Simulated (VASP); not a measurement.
A run of VASP 6.6.1:

Contents of INCAR:

```
  PREC = Accurate
  ENCUT = 520
  EDIFF = 1E-6
  ISMEAR = -1
  SIGMA = 0.1
  LREAL = False
  LASPH = True
  NELM = 80
  ALGO = Normal
  ISIF = 2
  LWAVE = False
  LCHARG = False
  GGA = PS
  NBANDS = 31
```

File KPOINTS:

```
regular mesh
0
Gamma
  5 5 5
```

File POSCAR:

```
Cd3Pd
1.0
    4.2084790200      0.0000000000      0.0000000000
    0.0000000000      4.2084790200      0.0000000000
    0.0000000000      0.0000000000      4.2084790200
Cd Pd
3 1
Direct
    0.0000000000      0.5000000000      0.5000000000
    0.5000000000      0.0000000000      0.5000000000
    0.5000000000      0.5000000000      0.0000000000
    0.0000000000      0.0000000000      0.0000000000
```

Potentials or basis: VASP PAW PBE potentials, release 64 (Cd, Pd).

Launch:

```bash
$ cat potpaw_PBE.64/Cd/POTCAR potpaw_PBE.64/Pd/POTCAR > POTCAR
$ mpirun -np 1 vasp_std > vasp.out
```

Hardware: 1 thread of Intel(R) Xeon(R) Platinum 8488C (Sapphire Rapids) (shared host).

**Question.** Estimate the wall time of this run.

**Answer.** It took 12 s on 1 thread of Intel(R) Xeon(R) Platinum 8488C (Sapphire Rapids) (shared host), peak memory 0.18 GiB. Counts: scf iterations 13, k points 10.
